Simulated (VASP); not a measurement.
# GaAs (F-43m) in VASP: notebook, part 3 of 3

VASP 6.6.1. The steps go on from the part before.

### Step 5. Phonons, r2SCAN

This run uses another cell than the first one, of 20.99 Å³/atom.

Input file INCAR:

```
SYSTEM = GaAs
ALGO     = Normal         ! electronic algorithm
EDIFF    = 1E-8           ! SCF threshold, eV
ENCUT    = 520            ! plane-wave cutoff, eV
IBRION   = 6              ! ionic algorithm
ISIF     = 2              ! what is computed and relaxed
ISMEAR   = 0              ! smearing method
LASPH    = .TRUE.         ! aspherical terms in the spheres
LCHARG   = .FALSE.        ! write CHGCAR
LMIXTAU  = .TRUE.       
LREAL    = .FALSE.        ! projectors in reciprocal space
LWAVE    = .FALSE.        ! write WAVECAR
METAGGA  = R2SCAN         ! meta-GGA
NBANDS   = 16             ! bands
NELM     = 60             ! most SCF steps
NFREE    = 2            
NSW      = 1              ! ionic steps
POTIM    = 0.015          ! step
PREC     = Accurate       ! precision mode
SIGMA    = 0.01           ! smearing width, eV
```

Input file KPOINTS:

```
k-points
0
G
  8 8 8
  0 0 0
```

Input file POSCAR:

```
GaAs
1.0
    2.7584330743      2.7584330743      0.0000000000
   -2.7584330743      2.7584330743      0.0000000000
    0.0000000000      2.7584330743      2.7584330743
Ga As
1 1
Direct
    0.0000000000      0.0000000000      0.0000000000
    0.7500000000      0.2500000000      0.5000000000
```

Potentials or basis: VASP PAW PBE potentials, release 64 (Ga_d, As).

On the command line:

```sh
cat potpaw_PBE.64/Ga_d/POTCAR potpaw_PBE.64/As/POTCAR > POTCAR
mpirun -np 1 vasp_std > vasp.out
```

OUTCAR:

```text
SYSTEM = GaAs
   EDIFF = 1E-8
   ENCUT = 520
   IBRION = 6
   ISIF = 2
   ISMEAR = 0
   LASPH = .TRUE.
   LREAL = .FALSE.
   METAGGA = R2SCAN
   NELM = 60
   NFREE = 2
   NSW = 1
   POTIM = 0.015
   PREC = Accurate

 ion  position               nearest neighbor table
   1  0.000  0.000  0.000-   2 2.39   2 2.39   2 2.39   2 2.39
   2  0.750  0.250  0.500-   1 2.39   1 2.39   1 2.39   1 2.39

  LATTYP: Found a face centered cubic cell.
 ALAT       =     5.5168661486

  Lattice vectors:

 A1 = (   0.0000000000,   2.7584330743,   2.7584330743)
 A2 = (   2.7584330743,   0.0000000000,   2.7584330743)
 A3 = (   2.7584330743,   2.7584330743,   0.0000000000)

Analysis of symmetry for initial positions (statically):
=====================================================================
 Subroutine PRICEL returns:
 Original cell was already a primitive cell.

 Routine SETGRP: Setting up the symmetry group for a
 face centered cubic supercell.

 Subroutine GETGRP returns: Found 24 space group operations
 (whereof 24 operations were pure point group operations)
 out of a pool of 48 trial point group operations.

The static configuration has the point symmetry T_d .

Analysis of symmetry for dynamics (positions and initial velocities):
=====================================================================
 Subroutine PRICEL returns:
 Original cell was already a primitive cell.

 Routine SETGRP: Setting up the symmetry group for a
 face centered cubic supercell.

[... 303 lines left out ...]
  ---------------------------------------------------
  free energy    TOTEN  =       -26.97840407 eV

  energy without entropy =      -26.97840407  energy(sigma->0) =      -26.97840407

 E-fermi :   4.5907     XC(G=0): -10.6136

 val. band max:        4.4534441964   @ k =   0.0000   0.0000   0.0000
 cond. band min:       5.9779363113   @ k =   0.0000   0.5000   0.5000
 fundamental gap:      1.5244921149
 Fermi energy:         4.5906509475

 k-point     1 :       0.0000    0.0000    0.0000
  band No.  band energies     occupation
      1     -10.9822      2.00000
      2     -10.9800      2.00000
      3     -10.9770      2.00000
      4     -10.8678      2.00000
      5     -10.8678      2.00000
      6      -9.3799      2.00000
[... 433 lines left out ...]
      3     -10.9336      2.00000
      4     -10.8746      2.00000
      5     -10.8634      2.00000
      6      -6.8667      2.00000
[... 8 lines left out ...]
     15      16.9740      0.00000
     16      17.7432      0.00000

 [... further k-points ...]

------------------------ aborting loop because EDIFF is reached ----------------------------------------

  FORCE on cell =-STRESS in cart. coord.  units (eV):
  Direction    XX          YY          ZZ          XY          YZ          ZX
  --------------------------------------------------------------------------------------
  -------------------------------------------------------------------------------------
  Total        1.8699453      1.8732119      1.8732119      0.0000000     -0.1559208      0.0000000
  in kB       71.3710562     71.4957355     71.4957355      0.0000000     -5.9510995      0.0000000
  external PRESSURE =      71.4541757 kB  Pullay stress =       0.0000000 kB
[... 17 lines left out ...]
  FREE ENERGIE OF THE ION-ELECTRON SYSTEM (eV)
  ---------------------------------------------------
  free  energy   TOTEN  =       -26.9784040707 eV

  energy  without entropy=      -26.9784040707  energy(sigma->0) =      -26.97840407

 INTERNAL STRAIN TENSORS FROM DISPLACED ATOMS
 ============================================

 INTERNAL STRAIN TENSOR FOR ION    1 for displacements in x,y,z  (eV/Angst):
          X           Y           Z          XY          YZ          ZX
  --------------------------------------------------------------------------------
  x     0.00000    -0.00000    -0.00000     0.00000   -10.46979     0.00000
  y     0.00000     0.00000     0.00000     0.00000     0.00000   -10.46979
  z    -0.00000    -0.00000     0.00000   -10.46979     0.00000     0.00000

 INTERNAL STRAIN TENSOR FOR ION    2 for displacements in x,y,z  (eV/Angst):
          X           Y           Z          XY          YZ          ZX
  --------------------------------------------------------------------------------
  x     0.00000     0.00000     0.00000     0.00000    10.37302     0.00000
  y    -0.00000    -0.00000    -0.00000     0.00000     0.00000    10.37302
  z     0.00000     0.00000     0.00000    10.37302     0.00000     0.00000

 Eigenvectors and eigenvalues of the dynamical matrix
 ----------------------------------------------------

   1 f  =    8.729673 THz    54.850153 2PiTHz  291.190547 cm-1    36.103010 meV
             X         Y         Z           dx          dy          dz
      0.000000  0.000000  0.000000     0.000000    0.714194    0.000000
      1.379217  4.137650  1.379217    -0.000000   -0.699948   -0.000000
[... 21 lines left out ...]
   6 f/i=    0.068982 THz     0.433429 2PiTHz    2.301002 cm-1     0.285288 meV
             X         Y         Z           dx          dy          dz
      0.000000  0.000000  0.000000     0.133709   -0.413520    0.548681
      1.379217  4.137650  1.379217     0.136430   -0.421936    0.559848

 ELASTIC MODULI CONTR FROM IONIC RELAXATION (kBar)
 Direction    XX          YY          ZZ          XY          YZ          ZX
 --------------------------------------------------------------------------------
 XX          -0.0000     -0.0000     -0.0000     -0.0000     -0.0000      0.0000
 YY          -0.0000     -0.0000     -0.0000     -0.0000     -0.0000      0.0000
 ZZ          -0.0000     -0.0000     -0.0000     -0.0000     -0.0000      0.0000
 XY          -0.0000     -0.0000     -0.0000   -367.8439      0.0000      0.0000
 YZ          -0.0000     -0.0000     -0.0000      0.0000   -367.8439      0.0000
 ZX           0.0000      0.0000      0.0000      0.0000      0.0000   -367.8439
 --------------------------------------------------------------------------------
```

stdout:

```text
POSCAR found type information on POSCAR GaAs
 POSCAR found :  2 types and       2 ions
 scaLAPACK will be used
 -----------------------------------------------------------------------------
|                                                                             |
|                                                                             |
|     You enforced a specific xc type in the INCAR file but a different       |
|     I HOPE YOU KNOW WHAT YOU ARE DOING!                                     |
|                                                                             |
 -----------------------------------------------------------------------------

 LDA part: xc-table for (None), standard interpolation
 POSCAR, INCAR and KPOINTS ok, starting setup
 FFT: planning ... GRIDC
 FFT: planning ... GRID_SOFT
 FFT: planning ... GRID
 WAVECAR not read
 entering main loop
 Found     2 degrees of freedom:
 Finite differences POTIM= 0.01500 DOF=   2
 bond charge predicted
 Finite differences progress:
 bond charge predicted
 Finite differences progress:
 bond charge predicted
 Finite differences progress:
 bond charge predicted
 Finite differences progress:
```

It took 11 min on 1 thread of Intel Xeon Platinum 8488C (Sapphire Rapids), shared host; peak memory 0.26 GiB.

Results:

```
Highest phonon frequency at Γ, LO-TO splitting left out : 291 cm⁻¹
```

Phonon frequencies in cm⁻¹ (negative: imaginary):
```
              q point           frequencies
(0.000, 0.000, 0.000)  -2 -2 -2 291 291 291
```

Caveat: the cell stands under pressure or tension, which shifts response properties; the PAW data sets were made with another functional, which shifts forces and pressure a little.

### Step 6. Phonons, r2SCAN

This run uses another cell than the first one, of 21.65 Å³/atom.

Changes to INCAR since step 5:

```diff
@@ -8,3 +8,3 @@
 LASPH    = .TRUE.         ! aspherical terms in the spheres
-LCHARG   = .FALSE.        ! write CHGCAR
+LCHARG   = .TRUE.         ! write CHGCAR
 LMIXTAU  = .TRUE.       
@@ -13,4 +13,3 @@
 METAGGA  = R2SCAN         ! meta-GGA
-NBANDS   = 16             ! bands
-NELM     = 60             ! most SCF steps
+NELM     = 100            ! most SCF steps
 NFREE    = 2
```

KPOINTS is that of step 5.

Input file POSCAR:

```
GaAs
1.0
    2.7870834100      2.7870834100      0.0000000000
   -2.7870834100      2.7870834100      0.0000000000
    0.0000000000      2.7870834100      2.7870834100
Ga As
1 1
Direct
    0.0000000000      0.0000000000      0.0000000000
    0.7500000000      0.2500000000      0.5000000000
```

Potentials or basis: VASP PAW PBE potentials, release 64 (Ga_d, As).

On the command line:

```sh
cat potpaw_PBE.64/Ga_d/POTCAR potpaw_PBE.64/As/POTCAR > POTCAR
mpirun -np 1 vasp_std > vasp.out
```

OUTCAR:

```text
SYSTEM = GaAs
   EDIFF = 1E-8
   ENCUT = 520
   IBRION = 6
   ISIF = 2
   ISMEAR = 0
   LASPH = .TRUE.
   LREAL = .FALSE.
   METAGGA = R2SCAN
   NELM = 100
   NFREE = 2
   NSW = 1
   POTIM = 0.015
   PREC = Accurate

 ion  position               nearest neighbor table
   1  0.000  0.000  0.000-   2 2.41   2 2.41   2 2.41   2 2.41
   2  0.750  0.250  0.500-   1 2.41   1 2.41   1 2.41   1 2.41

  LATTYP: Found a face centered cubic cell.
 ALAT       =     5.5741668200

  Lattice vectors:

 A1 = (   0.0000000000,   2.7870834100,   2.7870834100)
 A2 = (   2.7870834100,   0.0000000000,   2.7870834100)
 A3 = (   2.7870834100,   2.7870834100,   0.0000000000)

Analysis of symmetry for initial positions (statically):
=====================================================================
 Subroutine PRICEL returns:
 Original cell was already a primitive cell.

 Routine SETGRP: Setting up the symmetry group for a
 face centered cubic supercell.

 Subroutine GETGRP returns: Found 24 space group operations
 (whereof 24 operations were pure point group operations)
 out of a pool of 48 trial point group operations.

The static configuration has the point symmetry T_d .

Analysis of symmetry for dynamics (positions and initial velocities):
=====================================================================
 Subroutine PRICEL returns:
 Original cell was already a primitive cell.

 Routine SETGRP: Setting up the symmetry group for a
 face centered cubic supercell.

 Subroutine GETGRP returns: Found 24 space group operations
[... 316 lines left out ...]
      1     -11.2274      2.00000
      2     -11.2255      2.00000
      3     -11.2230      2.00000
      4     -11.1235      2.00000
      5     -11.1234      2.00000
      6      -9.4442      2.00000
      7       4.0419      2.00000
      8       4.0917      2.00000
      9       4.1393      2.00000
     10       5.4347      0.00000
     11       8.1070      0.00000
     12       8.1384      0.00000
     13       8.1721      0.00000
[... 354 lines left out ...]
  band No.  band energies     occupation
      1     -11.3408      2.00000
      2     -11.1930      2.00000
      3     -11.1837      2.00000
      4     -11.1293      2.00000
      5     -11.1194      2.00000
      6      -7.0583      2.00000
      7      -2.8046      2.00000
      8       0.6219      2.00000
      9       1.9911      2.00000
     10       7.6269      0.00000
     11       8.6402      0.00000
     12      11.0099      0.00000
     13      12.5086      0.00000

 [... further k-points ...]

------------------------ aborting loop because EDIFF is reached ----------------------------------------

  FORCE on cell =-STRESS in cart. coord.  units (eV):
  Direction    XX          YY          ZZ          XY          YZ          ZX
  --------------------------------------------------------------------------------------
  -------------------------------------------------------------------------------------
  Total        1.1187555      1.1216205      1.1216205      0.0000000     -0.1354262      0.0000000
  in kB       41.3967129     41.5027253     41.5027253      0.0000000     -5.0111030      0.0000000
  external PRESSURE =      41.4673878 kB  Pullay stress =       0.0000000 kB
[... 17 lines left out ...]
  FREE ENERGIE OF THE ION-ELECTRON SYSTEM (eV)
  ---------------------------------------------------
  free  energy   TOTEN  =       -27.0245234532 eV

  energy  without entropy=      -27.0245234532  energy(sigma->0) =      -27.02452345

 INTERNAL STRAIN TENSORS FROM DISPLACED ATOMS
 ============================================

 INTERNAL STRAIN TENSOR FOR ION    1 for displacements in x,y,z  (eV/Angst):
          X           Y           Z          XY          YZ          ZX
  --------------------------------------------------------------------------------
  x     0.00000    -0.00000    -0.00000     0.00000    -9.07865     0.00000
  y     0.00000    -0.00000     0.00000     0.00000     0.00000    -9.07865
  z    -0.00000    -0.00000     0.00000    -9.07865     0.00000     0.00000

 INTERNAL STRAIN TENSOR FOR ION    2 for displacements in x,y,z  (eV/Angst):
          X           Y           Z          XY          YZ          ZX
  --------------------------------------------------------------------------------
  x    -0.00000     0.00000     0.00000     0.00000     9.00421     0.00000
  y    -0.00000    -0.00000    -0.00000     0.00000     0.00000     9.00421
  z     0.00000     0.00000    -0.00000     9.00421     0.00000     0.00000

 Eigenvectors and eigenvalues of the dynamical matrix
 ----------------------------------------------------

   1 f  =    8.425405 THz    52.938378 2PiTHz  281.041245 cm-1    34.844658 meV
             X         Y         Z           dx          dy          dz
      0.000000  0.000000  0.000000     0.714615   -0.000000   -0.000000
      1.393542  4.180625  1.393542    -0.699518   -0.000000    0.000000
[... 21 lines left out ...]
   6 f/i=    0.061510 THz     0.386482 2PiTHz    2.051768 cm-1     0.254387 meV
             X         Y         Z           dx          dy          dz
      0.000000  0.000000  0.000000    -0.199826    0.564610    0.361401
      1.393542  4.180625  1.393542    -0.204138    0.576795    0.369200

 ELASTIC MODULI CONTR FROM IONIC RELAXATION (kBar)
 Direction    XX          YY          ZZ          XY          YZ          ZX
 --------------------------------------------------------------------------------
 XX          -0.0000      0.0000      0.0000     -0.0000      0.0000      0.0000
 YY           0.0000     -0.0000      0.0000     -0.0000     -0.0000     -0.0000
 ZZ           0.0000      0.0000     -0.0000      0.0000     -0.0000      0.0000
 XY          -0.0000     -0.0000      0.0000   -288.1812      0.0000      0.0000
 YZ           0.0000     -0.0000     -0.0000      0.0000   -288.1812      0.0000
 ZX           0.0000     -0.0000      0.0000      0.0000      0.0000   -288.1812
 --------------------------------------------------------------------------------
```

Run time: 9.1 min. Hardware: 1 thread of Intel Xeon Platinum 8488C (Sapphire Rapids), shared host; peak memory 0.25 GiB.

What came out:

| Property | Result |
| --- | --- |
| Highest phonon frequency at Γ, LO-TO splitting left out | 281 cm⁻¹ |

Phonon frequencies in cm⁻¹ (negative: imaginary):
| q point | frequencies |
| --- | --- |
| (0.000, 0.000, 0.000) | -2 -2 -2 281 281 281 |

Caveat: the cell stands under pressure or tension, which shifts response properties; the PAW data sets were made with another functional, which shifts forces and pressure a little.
